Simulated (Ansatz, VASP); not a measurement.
## Two plane-wave programs on Sn2Ir

```xyz
9
Lattice="0.0000 3.1519 -3.1519 -3.1519 0.0000 3.1519 6.3039 6.3039 6.3039" Properties=species:S:1:pos:R:3 pbc="T T T"
Ir    0.0000    0.0000    0.0000
Ir    0.0000    3.1519    3.1519
Ir    3.1519    6.3039    3.1519
Sn    1.5760    1.5760    1.5760
Sn    1.5760    4.7279    4.7279
Sn    4.7279    7.8798    4.7279
Sn   -1.5760    1.5760    1.5760
Sn    1.5760    4.7279    1.5760
Sn    4.7279    4.7279    4.7279
```

Alike in both runs: task single point; functional LDA; k mesh 9 × 9 × 3; occupations fermi-dirac, width 0.08 eV; no spin polarisation.

```csv
,VASP,Ansatz
version,VASP 6.6.1,Ansatz 0.2.0
potentials or method,"VASP PAW LDA potentials, release 64 (Ir, Sn_d)","PAW with Ansatz's default frozen-core files, scalar-relativistic"
plane-wave cutoff (eV),520,420
valence electrons in the cell,111,135
```

```csv
,VASP,Ansatz,Ansatz less VASP
pressure (GPa),0.3,-0.1,-0.33
```

LDA's correlation is that of Perdew and Zunger in VASP and of Perdew and Wang (1992) in Ansatz. VASP's potentials hold 111 valence electrons a cell and Ansatz's 135, so a difference there can come from the potentials and not from the codes.

Neither program's run includes spin-orbit coupling.
